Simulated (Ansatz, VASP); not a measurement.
# F in VASP and in Ansatz

The input INCAR:

```
SYSTEM = F
ALGO = Normal
EDIFF = 1E-6
ENCUT = 520
GGA = PS
ISIF = 2
ISMEAR = 0
LASPH = .True.
LCHARG = .True.
LELF = .True.
LREAL = .False.
LVHAR = .True.
LWAVE = .False.
NBANDS = 22
NELM = 80
PREC = Accurate
SIGMA = 0.05
```

The input KPOINTS:

```
k-points
0
Gamma
  4 4 2
  0 0 0
```

File POSCAR:

```
F
1.0
    3.2073319870     -1.8139771864     -0.2473771120
    3.2073319870      1.8139771864     -0.2473771120
   -2.4204644621      0.0000000000      7.2681254675
F
4
Direct
    0.0848459664      0.0848459664      0.0940038325
    0.9151540336      0.9151540336      0.9059961675
    0.5015719855      0.5015719855      0.5937195244
    0.4984280145      0.4984280145      0.4062804756
```

Input for Ansatz:

```yaml
crystal:
  lattice:
    - [3.207331987, -1.8139771864, -0.247377112]
    - [3.207331987, 1.8139771864, -0.247377112]
    - [-2.4204644621, 0.0, 7.2681254675]
  atoms:
    - { symbol: F, position: [0.0848459664, 0.0848459664, 0.0940038325] }
    - { symbol: F, position: [0.9151540336, 0.9151540336, 0.9059961675] }
    - { symbol: F, position: [0.5015719855, 0.5015719855, 0.5937195244] }
    - { symbol: F, position: [0.4984280145, 0.4984280145, 0.4062804756] }
basis:
  ecutwfc: 520.0
kpoints:
  mp_grid: { grid: [4, 4, 2] }
hamiltonian:
  xc: pbesol
scf:
  occupations: { method: gaussian, width: 0.05 }
output:
  forces: true
  stress: true
  eigenvalues: true
```

Change from the starting cell: volume 20.600 Å^3 an atom, stretch along a over the lengths across it, relative to the relaxed cell 1.0162.

Alike in both runs: task single point; functional PBEsol; k mesh 4 × 4 × 2; occupations gaussian, width 0.05 eV; no spin polarisation.

```csv
,VASP,Ansatz
version,VASP 6.6.1,Ansatz 0.2.0
potentials or method,"VASP PAW PBE potentials, release 64 (F), cutoff 520 eV","scalar-relativistic, plane waves, PAW"
valence electrons in the cell,28,28
```

```csv
,VASP,Ansatz,Ansatz less VASP
gap on the k mesh at the Fermi level (eV),2.74,2.81,+0.073
least direct gap on the mesh (eV),2.81,2.89,+0.073
pressure (GPa),-1.7,-1.9,-0.25
"traceless stress, the component that is largest in VASP (GPa)",-1.76,-2.89,-1.135
rms of the force components (eV/Å),0.343,0.559,+0.2164
```

VASP's potentials were made for PBE, not for PBEsol. Atom by atom the forces differ by 0.216 eV/Å (rms over components).

The k mesh is coarse, so the values compare programs but aren't converged.
